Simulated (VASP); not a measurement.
Here is a VASP 6.6.1 calculation.

File INCAR:

```
SYSTEM = InSb3
PREC = Accurate ; ENCUT = 520
EDIFF = 1E-6 ; ISMEAR = -1
SIGMA = 0.05 ; LREAL = .False.
LASPH = .True. ; NELM = 80
ALGO = Normal ; ISIF = 2
LWAVE = .False. ; LCHARG = .True.
LELF = .True. ; LVHAR = .True.
NBANDS = 22
```

KPOINTS

```
regular mesh
0
Gamma
  6 6 6
  0 0 0
```

Contents of POSCAR:

```
InSb3
1.0
    4.8381981727      0.0000000000      0.0000000000
    0.0000000000      4.8381981727      0.0000000000
    0.0000000000      0.0000000000      4.8381981727
Sb In
3 1
Direct
    0.5000000000      0.5000000000      0.0000000000
    0.0000000000      0.5000000000      0.5000000000
    0.5000000000      0.0000000000      0.5000000000
    0.0000000000      0.0000000000      0.0000000000
```

Potentials or basis: VASP PAW LDA potentials, release 64 (Sb, In_d).

Command:

```sh
$ cat potpaw_LDA.64/Sb/POTCAR potpaw_LDA.64/In_d/POTCAR > POTCAR
$ mpirun -np 1 vasp_std > vasp.out
```

Question: What does it give for the pressure?

Answer: -4.6 GPa.

Question: Predict the band gap on the k mesh.

Answer: Zero (band 14 reaches 10.77 eV, above the bottom of band 15 at 6.36 eV).

Caveat: spin-orbit coupling is left out, which moves the levels of the heavy elements.
